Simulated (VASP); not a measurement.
Set up this calculation in VASP 6.6.1, as the native input.

| Quantity | Value |
| --- | --- |
| Task | single point |
| Functional | LDA |
| Potentials or basis | VASP PAW LDA potentials, release 64 (Ga_d, N) |
| Cutoff | 600 eV |
| k mesh | 10 × 10 × 10 |
| Occupations | gaussian, width 0.02 eV |
| Spin | no spin polarisation |
| Dipole correction | no |
| Further INCAR settings | ALGO = Normal; EDIFF = 1e-06; NBANDS = 16 |

The structure of GaN (l) lies in POSCAR:

```
GaN
1.0
    0.0000000000      2.2277008268      2.2277008268
    2.2277008268      0.0000000000      2.2277008268
    2.2277008268      2.2277008268      0.0000000000
Ga N
1 1
Direct
    0.0000000000      0.0000000000      0.0000000000
    0.2500000000      0.2500000000      0.2500000000
```

These files were run (other wordings do the same):

INCAR

```
SYSTEM = GaN
  ALGO = Normal
  EDIFF = 1E-6
  ENCUT = 600
  GGA_COMPAT = .FALSE.
  ISIF = 2
  ISMEAR = 0
  LASPH = .TRUE.
  LCHARG = .FALSE.
  LREAL = .FALSE.
  LWAVE = .FALSE.
  NBANDS = 16
  NELM = 120
  PREC = Accurate
  SIGMA = 0.02
```

KPOINTS

```
k-points
0
G
  10 10 10
  0 0 0
```

Potentials or basis: VASP PAW LDA potentials, release 64 (Ga_d, N).

The run is started by

```sh
$ cat potpaw_LDA.64/Ga_d/POTCAR potpaw_LDA.64/N/POTCAR > POTCAR
$ mpirun -np 1 vasp_std > vasp.out
```

Results of the run:

```yaml
Pressure: 1.0 GPa
Band_gap_on_the_k_mesh: 1.97 eV, direct
```

It took 35 s on 1 thread of AMD EPYC 7R43 64-Core Processor (Zen 3) (shared host), peak memory 0.11 GiB.
